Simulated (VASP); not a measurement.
# CaIrN2 (R-3m) in VASP: single point with PBE

Aim: the single point of CaIrN2 with PBE.

All numbers are computed with VASP 6.6.1; they aren't measurements. Logs are shortened: lines on timing, memory, paths and dates and some standing lists are left out, and cuts for length are marked.

## 1. The cell of the first run

The structure is trigonal, space group R-3m (No. 166). Conventional cell: a = 3.298 Å, b = 3.298 Å, c = 15.028 Å, α = 90.00°, β = 90.00°, γ = 120.00°. Ir (site symmetry -3m) has 6 N at 2.13 Å within 2.8 Å. Ca (site symmetry -3m) has 6 N at 2.45 Å and 6 Ir at 3.15 Å and 6 Ca at 3.30 Å within 3.3 Å. N (site symmetry 3m) has 3 Ir at 2.13 Å and 3 Ca at 2.45 Å and 3 N at 2.71 Å within 2.8 Å.

## 2. Single point, PBE

Input file INCAR:

```
PREC = Accurate
ENCUT = 700
EDIFF = 1E-6
ISMEAR = -1
SIGMA = 0.05
LREAL = False
LASPH = True
NELM = 120
ALGO = Normal
ISIF = 2
LWAVE = False
LCHARG = False
GGA = PE
NBANDS = 26
GGA_COMPAT = False
```

Input file KPOINTS:

```
Automatic mesh
0
Gamma
  5 5 5
```

Input file POSCAR:

```
CaIrN2
1.0
    1.6488500006      0.9519639917      5.0094002244
   -1.6488500006      0.9519639917      5.0094002244
    0.0000000000     -1.9039279834      5.0094002244
Ir Ca N
1 1 2
Direct
    0.5000000000      0.5000000000      0.5000000000
    0.0000000000      0.0000000000      0.0000000000
    0.2308810000      0.2308810000      0.2308810000
    0.7691190000      0.7691190000      0.7691190000
```

Potentials or basis: VASP PAW PBE potentials, release 64 (Ir_sv_GW, Ca_sv, N).

Command:

```bash
cat potpaw_PBE.64/Ir_sv_GW/POTCAR potpaw_PBE.64/Ca_sv/POTCAR potpaw_PBE.64/N/POTCAR > POTCAR
mpirun -np 1 vasp_std > vasp.out
```

OUTCAR:

```text
PREC = Accurate
   ENCUT = 700
   EDIFF = 1E-6
   ISMEAR = -1
   LREAL = False
   LASPH = True
   NELM = 120
   ISIF = 2
   GGA = PE

 ion  position               nearest neighbor table
   1  0.500  0.500  0.500-   3 2.13   3 2.13   4 2.13   4 2.13   3 2.13   4 2.13   2 3.15   2 3.15
                             2 3.15   2 3.15   2 3.15   2 3.15
   2  0.000  0.000  0.000-   4 2.45   4 2.45   3 2.45   3 2.45   4 2.45   3 2.45   1 3.15   1 3.15
                             1 3.15   1 3.15   1 3.15   1 3.15
   3  0.231  0.231  0.231-   1 2.13   1 2.13   1 2.13   2 2.45   2 2.45   2 2.45
   4  0.769  0.769  0.769-   1 2.13   1 2.13   1 2.13   2 2.45   2 2.45   2 2.45

  LATTYP: Found a trigonal (rhomboedric) cell.
 ALAT       =     5.3590141233
 COS(alpha) =     0.8106686681

  Lattice vectors:

 A1 = (   1.6488500006,   0.9519639917,   5.0094002244)
 A2 = (  -1.6488500006,   0.9519639917,   5.0094002244)
 A3 = (   0.0000000000,  -1.9039279834,   5.0094002244)

Analysis of symmetry for initial positions (statically):
=====================================================================
 Subroutine PRICEL returns:
 Original cell was already a primitive cell.

 Routine SETGRP: Setting up the symmetry group for a
 trigonal (rhombohedral) supercell.

 Subroutine GETGRP returns: Found 12 space group operations
 (whereof 12 operations were pure point group operations)
 out of a pool of 12 trial point group operations.

The static configuration has the point symmetry D_3d.

Analysis of symmetry for dynamics (positions and initial velocities):
=====================================================================
 Subroutine PRICEL returns:
 Original cell was already a primitive cell.

 Routine SETGRP: Setting up the symmetry group for a
 trigonal (rhombohedral) supercell.

 Subroutine GETGRP returns: Found 12 space group operations
 (whereof 12 operations were pure point group operations)
 out of a pool of 12 trial point group operations.

The dynamic configuration has the point symmetry D_3d.

 Subroutine INISYM returns: Found 12 space group operations
 (whereof 12 operations are pure point group operations),
 and found     1 'primitive' translations

----------------------------------------------------------------------------------------

[... 86 lines left out ...]
   LSORBIT =      F    spin-orbit coupling
   LASPH  =      T    aspherical Exc in radial PAW
   ENCUT  =  700.0 eV  51.45 Ry    7.17 a.u.  11.56 11.56 11.56*2*pi/ulx,y,z
   NELM   =    120;   NELMIN=  2; NELMDL= -5     # of ELM steps
   EDIFF  = 0.1E-05   stopping-criterion for ELM
   LREAL  =      F    real-space projection
   EDIFFG = 0.1E-04   stopping-criterion for IOM
   NSW    =      0    number of steps for IOM
   IBRION =     -1    ionic relax: 0-MD 1-quasi-New 2-CG
   NFREE  =      0    steps in history (QN), initial steepest desc. (CG)
   ISIF   =      2    stress and relaxation
   ISYM   =      2    0-nonsym 1-usesym 2-fastsym
   POTIM  = 0.5000    time-step for ionic-motion
   TEBEG  =    0.0;   TEEND  =   0.0 temperature during run
   PSTRESS=    0.0 pullay stress
   NELECT =      37.0000    total number of electrons
   NUPDOWN=      -1.0000    fix difference up-down
   EMIN   =  10.00;   EMAX   =-10.00  energy-range for DOS
   EFERMI =   0.00;   METHOD = LEGACY
   ISMEAR =    -1;   SIGMA  =   0.05  broadening in eV -4-tet -1-fermi 0-gaus
   EFERMI_NEDOS =   21; number of points for ismear=-14 and -15
   IALGO  =     38    algorithm
   IMIX   =      4    mixing-type and parameters
     AMIX     =   0.40;   BMIX     =  1.00
     AMIX_MAG =   1.60;   BMIX_MAG =  1.00
  volume/ion in A,a.u.               =      11.79        79.59
  Fermi-wavevector in a.u.,A,eV,Ry     =   1.509718  2.852953 31.011061  2.279249
  Thomas-Fermi vector in A             =   2.620003
   LORBIT       =      0    0 simple, 1 ext, 2 COOP (PROOUT), +10 PAW based schemes
   GGA     = PE    functional components
   LHFCALC =     F    Hartree Fock is set to
   AEXX    =    0.0000 exact exchange contribution
   IVDW    =     0    specifies the selected vdW correction
   LEPSILON=     F    determine dielectric tensor
   LRPA    =     F    only Hartree local field effects (RPA)
 non-spin polarized calculation
  energy-cutoff  :      700.00
  volume of cell :       47.18
 maximum number of plane-waves:      2002
 NGX is ok and might be reduce to    48
   NGX = 23   NGY = 23   NGZ = 23

 number of electron      37.0000001 magnetization

 Free energy of the ion-electron system (eV)
  ---------------------------------------------------
  ext. energy  EPLUGINS =         0.00000000
  ---------------------------------------------------
  free energy    TOTEN  =       -28.99969442 eV

  energy without entropy =      -28.98563966  energy(sigma->0) =      -28.99266704

 E-fermi :   7.4311     XC(G=0): -12.2773

 val. band max:        7.3544825873   @ k =  -0.4000   0.4000   0.2000
 cond. band min:       7.5298747327   @ k =  -0.4000   0.2000  -0.0000
 fundamental gap:      0.1753921454
 Fermi energy:         7.4311035772

 k-point     1 :       0.0000    0.0000    0.0000
  band No.  band energies     occupation
      1     -85.1816      2.00000
      2     -41.9506      2.00000
      3     -41.9506      2.00000
      4     -41.9245      2.00000
      5     -32.0081      2.00000
      6     -13.3274      2.00000
[... 540 lines left out ...]
     25      13.4614      0.00000
     26      14.9823      0.00000

------------------------ aborting loop because EDIFF is reached ----------------------------------------

  FORCE on cell =-STRESS in cart. coord.  units (eV):
  Direction    XX          YY          ZZ          XY          YZ          ZX
  --------------------------------------------------------------------------------------
  -------------------------------------------------------------------------------------
  Total       -0.4749335     -0.4749335     -0.4354181      0.0000000      0.0000000     -0.0000000
  in kB      -16.1289003    -16.1289003    -14.7869439      0.0000000      0.0000000     -0.0000000
  external PRESSURE =     -15.6815815 kB  Pullay stress =       0.0000000 kB

 VOLUME and BASIS-vectors are now :
 -----------------------------------------------------------------------------
  energy-cutoff  :      700.00
  volume of cell :       47.18
      direct lattice vectors                 reciprocal lattice vectors
     1.648850001  0.951963992  5.009400224     0.303241653  0.175076650  0.066541566
    -1.648850001  0.951963992  5.009400224    -0.303241653  0.175076650  0.066541566
     0.000000000 -1.903927983  5.009400224     0.000000000 -0.350153300  0.066541566

 POSITION                                       TOTAL-FORCE (eV/Angst)
 -----------------------------------------------------------------------------------
      0.00000      0.00000      7.51410         0.000000     -0.000000      0.000000
      0.00000      0.00000      0.00000        -0.000000      0.000000      0.000000
      0.00000      0.00000      3.46973        -0.000000     -0.000000     -0.138993
      0.00000      0.00000     11.55847        -0.000000     -0.000000      0.138993
 -----------------------------------------------------------------------------------
    total drift:                                0.000000      0.000000     -0.000000

  FREE ENERGIE OF THE ION-ELECTRON SYSTEM (eV)
  ---------------------------------------------------
  free  energy   TOTEN  =       -28.9996944173 eV

  energy  without entropy=      -28.9856396645  energy(sigma->0) =      -28.99266704
```

stdout:

```text
POSCAR found type information on POSCAR IrCaN
 POSCAR found :  3 types and       4 ions
 scaLAPACK will be used
 LDA part: xc-table for (Slater+PW92), standard interpolation
 POSCAR, INCAR and KPOINTS ok, starting setup
 FFT: planning ... GRIDC
 FFT: planning ... GRID_SOFT
 FFT: planning ... GRID
 WAVECAR not read
 entering main loop
```

Wall time 96 s (1 thread of Intel Xeon Platinum 8259CL at 2.50GHz (Skylake/Cascade Lake), shared host); peak memory 0.37 GiB.

What came out:

```yaml
Free_energy: -28.9997 eV
Pressure: -1.6 GPa
Largest_force: 0.139 eV/Å
Band_gap_on_the_k_mesh: zero (an odd number of electrons rules out a gap without spin polarisation)
```

Forces in eV/Å, atoms in the order of the input:
```
Ir   0.000  0.000  0.000
Ca   0.000  0.000  0.000
N    0.000  0.000 -0.139
N    0.000  0.000  0.139
```

Stress tensor (GPa, compression positive):
```
-1.61  0.00  0.00
 0.00 -1.61  0.00
 0.00  0.00 -1.48
```

Caveat: the k points lie up to 0.45 Å⁻¹ apart, too coarse for converged energies and pressures of a metal; spin-orbit coupling is left out, which moves the levels of the heavy elements.

The gap in the log of VASP goes by the Fermi energy; the results here count the filled bands.